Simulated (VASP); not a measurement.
Here is a VASP 6.6.1 calculation.

INCAR

```
SYSTEM = Al2Cu
PREC = Accurate
ENCUT = 600
EDIFF = 1E-7
ISMEAR = -1
SIGMA = 0.05
LREAL = .FALSE.
LASPH = .TRUE.
NELM = 100
ALGO = Normal
ISIF = 3
LWAVE = .FALSE.
LCHARG = .FALSE.
GGA = RE
IBRION = 2
NSW = 60
EDIFFG = -0.01
```

Contents of KPOINTS:

```
Automatic mesh
0
G
  7 7 9
  0 0 0
```

POSCAR

```
Al2Cu
1.0
    4.1051820000      0.0000000000      0.0000000000
    0.0000000000      4.1051820000      0.0000000000
    0.0000000000      0.0000000000      2.8913130000
Cu Al
1 2
Direct
    0.0000000000      0.0000000000      0.0000000000
    0.0000000000      0.5000000000      0.5000000000
    0.5000000000      0.0000000000      0.5000000000
```

Potentials or basis: VASP PAW PBE potentials, release 64 (Cu, Al).

Run with:

```bash
$ cat potpaw_PBE.64/Cu/POTCAR potpaw_PBE.64/Al/POTCAR > POTCAR
$ mpirun -np 1 vasp_std > vasp.out
```

What does it give for the relaxed cell?

a = 4.153 Å, b = 4.153 Å, c = 2.900 Å, α = 90.00°, β = 90.00°, γ = 90.00°.

What does it give for the space group after relaxing (to 0.05 Å)?

P4/mmm (No. 123).

The path:
| step | energy change (eV) | largest force (eV/Å) | pressure (GPa) | volume (Å³) |
| --- | --- | --- | --- | --- |
| 1 | 0.0000 | 0.0000 | 2.30 | 48.73 |
| 2 | -0.0085 | 0.0000 | -1.08 | 50.39 |
| 3 | -0.0093 | 0.0000 | 0.05 | 49.97 |
| 4 | -0.0093 | 0.0000 | -0.03 | 50.00 |
| 5 | -0.0093 | 0.0000 | -0.07 | 50.03 |
| 6 | -0.0095 | 0.0000 | -0.05 | 50.02 |
| 7 | -0.0096 | 0.0000 | -0.03 | 50.01 |

Caveat: the PAW data sets were made with another functional, which shifts forces and pressure a little.
